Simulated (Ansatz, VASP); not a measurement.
**NbIn2S3: VASP beside Ansatz**

```xyz
6
Lattice="3.3575 0.0000 0.0000 0.0000 3.3575 0.0000 0.0000 0.0000 11.1743" Properties=species:S:1:pos:R:3 pbc="T T T"
Nb    0.0000    0.0000    6.3397
In    1.6788    1.6788    8.3062
In    0.0000    0.0000    2.8494
S     1.6788    0.0000   10.9940
S     0.0000    1.6788   10.9940
S     1.6788    1.6788    5.2136
```

Change from the starting cell: species swapped into the Zr2As3S type (P4mm, No. 99).

Alike in both runs: functional PBE; k mesh 4 × 4 × 2; occupations gaussian, width 0.1 eV; no spin polarisation.

Ansatz relaxed the structure, and its values are those at the end. VASP's run is a single point on that final structure, the one shown.

|  | VASP | Ansatz |
| --- | --- | --- |
| version | VASP 6.6.1 | Ansatz 0.2.0 |
| potentials or method | VASP PAW PBE potentials, release 64 (Nb_sv, In_d, S), cutoff 520 eV | scalar-relativistic, plane waves, PAW |
| valence electrons in the cell | 57 | 57 |

```csv
,VASP,Ansatz,Ansatz less VASP
gap on the k mesh at the Fermi level (eV),none,none,-
pressure (GPa),-0.1,0.0,+0.15
rms of the force components (eV/Å),0.011,0.010,-0.0007
```

A gap of «none» marks a metal or a gap that the smearing closes. With one functional, cell and mesh, what is left measures potentials, basis and numerics.

The k mesh is coarse, so the values compare programs but aren't converged.
